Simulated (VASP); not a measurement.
# SiOs12 in VASP: relaxation of the atoms with LDA

Aim: the relaxation of the atoms of SiOs12 with LDA.

Everything below comes from runs of VASP 6.6.1. Logs are shortened: lines on timing, memory, paths and dates and some standing lists are left out, and cuts for length are marked.

## Step 1: The cell of the first run

The cell holds a slab with vacuum, 13 atoms: a = 5.480 Å, b = 5.480 Å, c = 17.326 Å, α = 90.00°, β = 90.00°, γ = 60.00°.

## Step 2: Relaxation of the atoms, LDA

INCAR

```
SYSTEM = SiOs12
PREC     = Accurate       ! precision mode
ENCUT    = 520            ! plane-wave cutoff, eV
EDIFF    = 1E-7           ! SCF threshold, eV
ISMEAR   = -1             ! smearing method
SIGMA    = 0.15           ! smearing width, eV
LREAL    = .FALSE.        ! projectors in reciprocal space
LASPH    = .TRUE.         ! aspherical terms in the spheres
NELM     = 80             ! most SCF steps
ALGO     = Normal         ! electronic algorithm
ISIF     = 2              ! what is computed and relaxed
LWAVE    = .FALSE.        ! write WAVECAR
LCHARG   = .FALSE.        ! write CHGCAR
IBRION   = 2              ! ionic algorithm
NSW      = 80             ! ionic steps
EDIFFG   = -0.03          ! ionic threshold
KPAR     = 4
```

KPOINTS

```
regular mesh
0
G
  4 4 1
  0 0 0
```

POSCAR

```
SiOs12
1.0
    5.4800000000      0.0000000000      0.0000000000
    2.7400000000      4.7458190000      0.0000000000
    0.0000000000      0.0000000000     17.3264600000
Os Si
12 1
Selective dynamics
Direct
    0.0000000000      0.0000000000      0.0577152000  F F F
    0.5000000000      0.0000000000      0.0577152000  F F F
    0.0000000000      0.5000000000      0.0577152000  F F F
    0.5000000000      0.5000000000      0.0577152000  F F F
   -0.1666667000      0.3333333000      0.1825664000  T T T
    0.3333333000      0.3333333000      0.1825664000  T T T
   -0.1666667000      0.8333333000      0.1825664000  T T T
    0.3333333000      0.8333333000      0.1825664000  T T T
    0.0000000000      0.0000000000      0.3074177000  T T T
    0.5000000000      0.0000000000      0.3074177000  T T T
    0.0000000000      0.5000000000      0.3074177000  T T T
    0.5000000000      0.5000000000      0.3074177000  T T T
    0.6553713000      0.1923105000      0.4332368000  T T T
```

Potentials or basis: VASP PAW LDA potentials, release 64 (Os, Si).

On the command line:

```
$ cat potpaw_LDA.64/Os/POTCAR potpaw_LDA.64/Si/POTCAR > POTCAR
$ mpirun -np 4 vasp_std > vasp.out
```

OUTCAR:

```text
SYSTEM = SiOs12
   PREC = Accurate
   ENCUT = 520
   EDIFF = 1E-7
   ISMEAR = -1
   LREAL = .FALSE.
   LASPH = .TRUE.
   NELM = 80
   ISIF = 2
   IBRION = 2
   NSW = 80
   EDIFFG = -0.03

 ion  position               nearest neighbor table
   1  0.000  0.000  0.058-   5 2.68   8 2.68   7 2.68   3 2.74   3 2.74   4 2.74   4 2.74   2 2.74
                             2 2.74
   2  0.500  0.000  0.058-   6 2.68   7 2.68   8 2.68   4 2.74   3 2.74   4 2.74   3 2.74   1 2.74
                             1 2.74
   3  0.000  0.500  0.058-   7 2.68   6 2.68   5 2.68   1 2.74   1 2.74   2 2.74   2 2.74   4 2.74
                             4 2.74
   4  0.500  0.500  0.058-   8 2.68   5 2.68   6 2.68   2 2.74   1 2.74   2 2.74   1 2.74   3 2.74
                             3 2.74
   5  0.833  0.333  0.183-   1 2.68   4 2.68   3 2.68   9 2.68  12 2.68  11 2.68   7 2.74   7 2.74
                             8 2.74   8 2.74   6 2.74   6 2.74
   6  0.333  0.333  0.183-   2 2.68   3 2.68   4 2.68  10 2.68  11 2.68  12 2.68   8 2.74   7 2.74
                             8 2.74   7 2.74   5 2.74   5 2.74
   7  0.833  0.833  0.183-   3 2.68   2 2.68   1 2.68  11 2.68  10 2.68   9 2.68   5 2.74   5 2.74
                             6 2.74   6 2.74   8 2.74   8 2.74
   8  0.333  0.833  0.183-   4 2.68   1 2.68   2 2.68  12 2.68   9 2.68  10 2.68   6 2.74   5 2.74
                             6 2.74   5 2.74   7 2.74   7 2.74
   9  0.000  0.000  0.307-   5 2.68   8 2.68   7 2.68  13 2.73  11 2.74  11 2.74  12 2.74  12 2.74
                            10 2.74  10 2.74
  10  0.500  0.000  0.307-   6 2.68   7 2.68   8 2.68  13 2.74  12 2.74  11 2.74  12 2.74  11 2.74
                             9 2.74   9 2.74
  11  0.000  0.500  0.307-   7 2.68   6 2.68   5 2.68   9 2.74   9 2.74  10 2.74  10 2.74  12 2.74
                            12 2.74
  12  0.500  0.500  0.307-  13 2.62   8 2.68   5 2.68   6 2.68  10 2.74   9 2.74  10 2.74   9 2.74
                            11 2.74  11 2.74
  13  0.655  0.192  0.433-  12 2.62   9 2.73  10 2.74

  LATTYP: Found a hexagonal cell.
 ALAT       =     5.4799998158
 C/A-ratio  =     3.1617628800

  Lattice vectors:

 A1 = (  -2.7400000000,  -4.7458190000,   0.0000000000)
 A2 = (   5.4800000000,   0.0000000000,   0.0000000000)
 A3 = (   0.0000000000,   0.0000000000,  17.3264600000)

Analysis of symmetry for initial positions (statically):
=====================================================================
 Subroutine PRICEL returns:
 Original cell was already a primitive cell.

 Routine SETGRP: Setting up the symmetry group for a
 hexagonal supercell.

 Subroutine GETGRP returns: Found  1 space group operations
 (whereof  1 operations were pure point group operations)
 out of a pool of 24 trial point group operations.

The static configuration has the point symmetry C_1 .

Analysis of symmetry for dynamics (positions and initial velocities):
=====================================================================
 Subroutine PRICEL returns:
 Original cell was already a primitive cell.

 Routine SETGRP: Setting up the symmetry group for a
 hexagonal supercell.

 Subroutine GETGRP returns: Found  1 space group operations
 (whereof  1 operations were pure point group operations)
 out of a pool of 24 trial point group operations.

The dynamic configuration has the point symmetry C_1 .

Analysis of constrained symmetry for selective dynamics:
=====================================================================
 Subroutine PRICEL returns:
 Original cell was already a primitive cell.

 Routine SETGRP: Setting up the symmetry group for a
 hexagonal supercell.

 Subroutine GETGRP returns: Found  1 space group operations
 (whereof  1 operations were pure point group operations)
 out of a pool of 24 trial point group operations.

The constrained configuration has the point symmetry C_1 .

 Subroutine INISYM returns: Found  1 space group operations
 (whereof  1 operations are pure point group operations),
 and found     1 'primitive' translations

----------------------------------------------------------------------------------------

                                     Primitive cell

  volume of cell :     450.6108

  direct lattice vectors                    reciprocal lattice vectors
     5.480000000  0.000000000  0.000000000     0.182481752 -0.105355893  0.000000000
     2.740000000  4.745819000  0.000000000     0.000000000  0.210711787  0.000000000
     0.000000000  0.000000000 17.326460000     0.000000000  0.000000000  0.057715194

  length of vectors
     5.480000000  5.479999816 17.326460000     0.210711779  0.210711787  0.057715194

  position of ions in fractional coordinates (direct lattice)
     0.000000000  0.000000000  0.057715200
     0.500000000  0.000000000  0.057715200
     0.000000000  0.500000000  0.057715200
     0.500000000  0.500000000  0.057715200
     0.833333300  0.333333300  0.182566400
     0.333333300  0.333333300  0.182566400
     0.833333300  0.833333300  0.182566400
     0.333333300  0.833333300  0.182566400
     0.000000000  0.000000000  0.307417700
     0.500000000  0.000000000  0.307417700
     0.000000000  0.500000000  0.307417700
     0.500000000  0.500000000  0.307417700
     0.655371300  0.192310500  0.433236800

  ion indices of the primitive-cell ions
   primitive index   ion index
                 1           1
                 2           2
                 3           3
                 4           4
                 5           5
                 6           6
                 7           7
                 8           8
                 9           9
                10          10
                11          11
                12          12
                13          13

----------------------------------------------------------------------------------------

 KPOINTS: regular mesh

Automatic generation of k-mesh.
 Grid dimensions read from file:
 generate k-points for:    4    4    1

 Generating k-lattice:

  Cartesian coordinates                     Fractional coordinates (reciprocal lattice)
     0.045620438 -0.026338973  0.000000000     0.250000000  0.000000000  0.000000000
     0.000000000  0.052677947  0.000000000     0.000000000  0.250000000  0.000000000
     0.000000000  0.000000000  0.057715194     0.000000000  0.000000000  1.000000000

  Length of vectors
     0.052677945  0.052677947  0.057715194

  Shift w.r.t. Gamma in fractional coordinates (k-lattice)
     0.000000000  0.000000000  0.000000000

 Subroutine IBZKPT returns following result:
 ===========================================

 Found     10 irreducible k-points:

 Following reciprocal coordinates:
            Coordinates               Weight
  0.000000  0.000000  0.000000      1.000000
  0.250000 -0.000000  0.000000      2.000000
  0.250000  0.250000  0.000000      2.000000
  0.000000  0.250000  0.000000      2.000000
  0.500000 -0.000000  0.000000      1.000000
  0.500000  0.500000  0.000000      1.000000
  0.000000  0.500000  0.000000      1.000000
  0.500000  0.250000  0.000000      2.000000
  0.250000  0.500000  0.000000      2.000000
 -0.250000  0.250000  0.000000      2.000000
   k-points           NKPTS =     10   k-points in BZ     NKDIM =     10   number of bands    NBANDS=     60
   number of dos      NEDOS =    301   number of ions     NIONS =     13
   total plane-waves  NPLWV = 246960
   dimension x,y,z NGX =    42 NGY =   42 NGZ =  140
   dimension x,y,z NGXF=    84 NGYF=   84 NGZF=  280
   ions per type =              12   1
   NGX,Y,Z   is equivalent  to a cutoff of  12.74, 12.74, 13.43 a.u.
   NGXF,Y,Z  is equivalent  to a cutoff of  25.48, 25.48, 26.87 a.u.
 SYSTEM =  SiOs12
   PREC   = accura    normal or accurate (medium, high low for compatibility)
   ISTART =      0    job   : 0-new  1-cont  2-samecut
   ICHARG =      2    charge: 1-file 2-atom 10-const
   ISPIN  =      1    spin polarized calculation?
   LNONCOLLINEAR =      F non collinear calculations
   LSORBIT =      F    spin-orbit coupling
   LASPH  =      T    aspherical Exc in radial PAW
   ENCUT  =  520.0 eV  38.22 Ry    6.18 a.u.  10.19 10.19 32.22*2*pi/ulx,y,z
   NELM   =     80;   NELMIN=  2; NELMDL= -5     # of ELM steps
   EDIFF  = 0.1E-06   stopping-criterion for ELM
   LREAL  =      F    real-space projection
   EDIFFG = -.3E-01   stopping-criterion for IOM
   NSW    =     80    number of steps for IOM
   IBRION =      2    ionic relax: 0-MD 1-quasi-New 2-CG
   NFREE  =      1    steps in history (QN), initial steepest desc. (CG)
   ISIF   =      2    stress and relaxation
   ISYM   =      2    0-nonsym 1-usesym 2-fastsym
   POTIM  = 0.5000    time-step for ionic-motion
   TEBEG  =    0.0;   TEEND  =   0.0 temperature during run
   PSTRESS=    0.0 pullay stress
   NELECT =     100.0000    total number of electrons
   NUPDOWN=      -1.0000    fix difference up-down
   EMIN   =  10.00;   EMAX   =-10.00  energy-range for DOS
   EFERMI =   0.00;   METHOD = LEGACY
   ISMEAR =    -1;   SIGMA  =   0.15  broadening in eV -4-tet -1-fermi 0-gaus
   EFERMI_NEDOS =   21; number of points for ismear=-14 and -15
   IALGO  =     38    algorithm
   IMIX   =      4    mixing-type and parameters
     AMIX     =   0.40;   BMIX     =  1.00
     AMIX_MAG =   1.60;   BMIX_MAG =  1.00
  volume/ion in A,a.u.               =      34.66       233.91
  Fermi-wavevector in a.u.,A,eV,Ry     =   0.991154  1.873009 13.366166  0.982386
  Thomas-Fermi vector in A             =   2.122875
   LORBIT       =      0    0 simple, 1 ext, 2 COOP (PROOUT), +10 PAW based schemes
   GGA     = CA    functional components
   LHFCALC =     F    Hartree Fock is set to
   AEXX    =    0.0000 exact exchange contribution
   IVDW    =     0    specifies the selected vdW correction
   LEPSILON=     F    determine dielectric tensor
   LRPA    =     F    only Hartree local field effects (RPA)
 conjugate gradient relaxation of ions
 non-spin polarized calculation
  energy-cutoff  :      520.00
  volume of cell :      450.61
 maximum number of plane-waves:     12136
 NGX is ok and might be reduce to    42
   NGX = 21   NGY = 21   NGZ = 65

--------------------------------------- Ionic step        1  -------------------------------------------

 number of electron     100.0000011 magnetization

 Free energy of the ion-electron system (eV)
  ---------------------------------------------------
  ext. energy  EPLUGINS =         0.00000000
  ---------------------------------------------------
  free energy    TOTEN  =      -146.76185202 eV

  energy without entropy =     -145.90189504  energy(sigma->0) =     -146.33187353

------------------------ aborting loop because EDIFF is reached ----------------------------------------

  FORCE on cell =-STRESS in cart. coord.  units (eV):
  Direction    XX          YY          ZZ          XY          YZ          ZX
  --------------------------------------------------------------------------------------
  -------------------------------------------------------------------------------------
  Total      -31.1172582    -30.7978008    -32.0193724     -0.0093031     -0.1016874      0.0011377
  in kB     -110.6395338   -109.5036809   -113.8470624     -0.0330779     -0.3615564      0.0040452
  external PRESSURE =    -111.3300923 kB  Pullay stress =       0.0000000 kB
[... 122 lines left out ...]
  FREE ENERGIE OF THE ION-ELECTRON SYSTEM (eV)
  ---------------------------------------------------
  free  energy   TOTEN  =      -147.5716134018 eV

  energy  without entropy=     -146.7688150272  energy(sigma->0) =     -147.17021421

[... ionic steps 4 to 20 ...]

--------------------------------------- Ionic step       21  -------------------------------------------

 number of electron     100.0000006 magnetization

------------------------ aborting loop because EDIFF is reached ----------------------------------------
[... 89 lines left out ...]
--------------------------------------- Ionic step       23  -------------------------------------------

 number of electron     100.0000006 magnetization

 Free energy of the ion-electron system (eV)
  ---------------------------------------------------
  ext. energy  EPLUGINS =         0.00000000
  ---------------------------------------------------
  free energy    TOTEN  =      -148.03947274 eV

  energy without entropy =     -147.30138105  energy(sigma->0) =     -147.67042690

 E-fermi :   0.6192     XC(G=0):  -6.8868

 val. band max:        0.6063714682   @ k =   0.5000   0.2500   0.0000
 cond. band min:       0.6209982392   @ k =   0.5000   0.5000   0.0000
 fundamental gap:      0.0146267710
 Fermi energy:         0.6191777964

 k-point     1 :       0.0000    0.0000    0.0000
  band No.  band energies     occupation
      1      -9.6979      2.00000
      2      -8.1964      2.00000
      3      -7.0363      2.00000
      4      -6.8885      2.00000
      5      -6.8653      2.00000
      6      -6.8651      2.00000
[... 659 lines left out ...]
  FREE ENERGIE OF THE ION-ELECTRON SYSTEM (eV)
  ---------------------------------------------------
  free  energy   TOTEN  =      -148.0394727392 eV

  energy  without entropy=     -147.3013810522  energy(sigma->0) =     -147.67042690

 reached required accuracy - stopping structural energy minimisation
```

Run time: 39 min. Hardware: 4 MPI ranks of AMD EPYC 7R13 (Zen 3), shared host; peak memory 0.55 GiB.

Results:

| Item | Value |
| --- | --- |
| Free energy | -148.0395 eV |
| Energy gained by relaxing | 98.3 meV/atom |
| Ionic steps | 23 |
| Band gap on the k mesh | zero (bands 50 and 51 overlap by 1.16 eV) |

Step by step:
```csv
step,energy change (eV),largest force on free atoms (eV/Å),pressure (GPa)
1,0.0000,2.8404,-11.13
2,-0.5068,2.2255,-10.03
3,-0.8098,1.5490,-7.84
4,-1.0702,1.4328,-6.67
5,-1.0946,1.3674,-6.07
6,-1.2501,0.4492,-5.19
7,-1.2502,0.4454,-5.17
8,-1.2688,0.2750,-4.99
9,-1.2690,0.2503,-5.01
10,-1.2732,0.1163,-4.98
11,-1.2733,0.1158,-4.98
12,-1.2747,0.1005,-4.92
13,-1.2748,0.0984,-4.91
14,-1.2757,0.0761,-4.87
15,-1.2761,0.0619,-4.83
16,-1.2767,0.0570,-4.81
17,-1.2767,0.0570,-4.81
18,-1.2772,0.0341,-4.79
19,-1.2772,0.0417,-4.79
20,-1.2775,0.0303,-4.81
21,-1.2775,0.0323,-4.81
22,-1.2776,0.0317,-4.84
23,-1.2776,0.0272,-4.84
```

Final structure:
```
Os Si
1.0
     5.48000    0.00000    0.00000
     2.74000    4.74582    0.00000
     0.00000    0.00000   17.32646
Os Si
12 1
Direct
  0.00000 0.00000 0.05772
  0.50000 0.00000 0.05772
  0.00000 0.50000 0.05772
  0.50000 0.50000 0.05772
  0.83323 0.33397 0.17670
  0.33290 0.33396 0.17670
  0.83319 0.83370 0.17667
  0.33316 0.83377 0.17398
  0.00855 0.99634 0.29752
  0.49527 0.99637 0.29752
  0.99961 0.50095 0.29547
  0.49521 0.50970 0.29758
  0.66644 0.16739 0.40007
```

Caveat: there is no dipole correction, which matters where the two faces differ; spin-orbit coupling is left out, which moves the levels of the heavy elements.
